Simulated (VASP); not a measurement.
Here is a VASP 6.6.1 calculation.

Contents of INCAR:

```
ALGO = Normal
EDIFF = 1E-6
ENCUT = 520
GGA = PE
ISIF = 2
ISMEAR = 0
LASPH = T
LCHARG = F
LREAL = Auto
LWAVE = F
NBANDS = 86
NELM = 60
PREC = Accurate
SIGMA = 0.01
```

Contents of KPOINTS:

```
Automatic mesh
0
Gamma
  1 1 1
  0.25 0.25 0.25
```

File POSCAR:

```
Al15BN16
1.0
    6.2595139092      0.0000000618      0.0000000000
   -3.1297570081      5.4208980298      0.0000000000
    0.0000000000      0.0000000000     10.0348065900
Al B N
15 1 16
Direct
    0.3300237316      0.1695471333      0.2554458243
    0.3320790837      0.1673003968      0.7447613341
    0.1665635422      0.3333477290      0.9997504909
    0.3301432295      0.6598132776      0.2554319206
    0.1613944125      0.8303183399      0.5015241246
    0.3322512857      0.6634768665      0.7441318133
    0.1685331399      0.8340675532      1.0004088936
    0.8403182771      0.1698395270      0.2554177831
    0.6690947260      0.3383590388      0.5015559572
    0.8359759310      0.1673406063      0.7443624489
    0.6655585577      0.3310891183      1.0005112341
    0.8333262001      0.6663141950      0.2504546884
    0.6681187286      0.8316663496      0.5013581059
    0.8332838402      0.6661433418      0.7521959238
    0.6655488525      0.8341588659      1.0003535951
    0.1669959319      0.3311088378      0.5070129857
    0.3163568237      0.1826728530      0.4481882351
    0.1680180427      0.3320900781      0.1882984097
    0.3310459171      0.1685480014      0.9369444580
    0.1678292310      0.3312354813      0.6693950236
    0.3145891890      0.6363726071      0.4479096283
    0.1710400390      0.8335245102      0.1932652513
    0.3310611428      0.6656406975      0.9363895711
    0.1660850523      0.8308109224      0.6903690016
    0.8644345261      0.1859362335      0.4480261712
    0.6662076633      0.3285792455      0.1934044201
    0.8340730606      0.1686200081      0.9364891561
    0.6684069613      0.3332254458      0.6903088575
    0.8313796843      0.6681800562      0.4396942608
    0.6665567704      0.8334725245      0.1928420898
    0.8319453190      0.6674906397      0.9425533503
    0.6687728214      0.8309756308      0.6899641074
```

Potentials or basis: VASP PAW PBE potentials, release 64 (Al, B, N).

The run is started by

```sh
$ cat potpaw_PBE.64/Al/POTCAR potpaw_PBE.64/B/POTCAR potpaw_PBE.64/N/POTCAR > POTCAR
$ mpirun -np 1 vasp_std > vasp.out
```

Question: Estimate the pressure.

Answer: -6.2 GPa.

Question: What does it give for the band gap on the k mesh?

Answer: 5.23 eV.

Question: What does it give for the largest force?

Answer: 0.339 eV/Å.

Forces on the atoms (eV/Å):
```
Al   0.105 -0.061 -0.005
Al   0.105 -0.067 -0.010
Al  -0.117  0.062  0.009
Al   0.100 -0.069  0.001
Al  -0.118  0.028  0.028
Al   0.095 -0.067  0.013
Al  -0.116  0.056  0.007
Al   0.111 -0.051  0.003
Al  -0.077  0.076  0.022
Al   0.100 -0.053  0.001
Al  -0.108  0.066  0.004
Al   0.116 -0.064  0.007
Al  -0.113  0.068 -0.012
Al   0.126 -0.073 -0.002
Al  -0.118  0.066 -0.009
B   -0.114  0.089  0.000
N    0.040 -0.004 -0.027
N   -0.158  0.087 -0.002
N    0.162 -0.090 -0.046
N   -0.137  0.091  0.023
N    0.322 -0.005  0.001
N   -0.167  0.081 -0.025
N    0.169 -0.095  0.020
N   -0.170  0.110 -0.020
N    0.144 -0.307 -0.010
N   -0.158  0.104 -0.029
N    0.164 -0.092  0.022
N   -0.170  0.103 -0.007
N    0.175 -0.095 -0.014
N   -0.180  0.100  0.037
N    0.175 -0.094  0.000
N   -0.186  0.098  0.021
```

Caveat: the k points lie up to 1.16 Å⁻¹ apart.
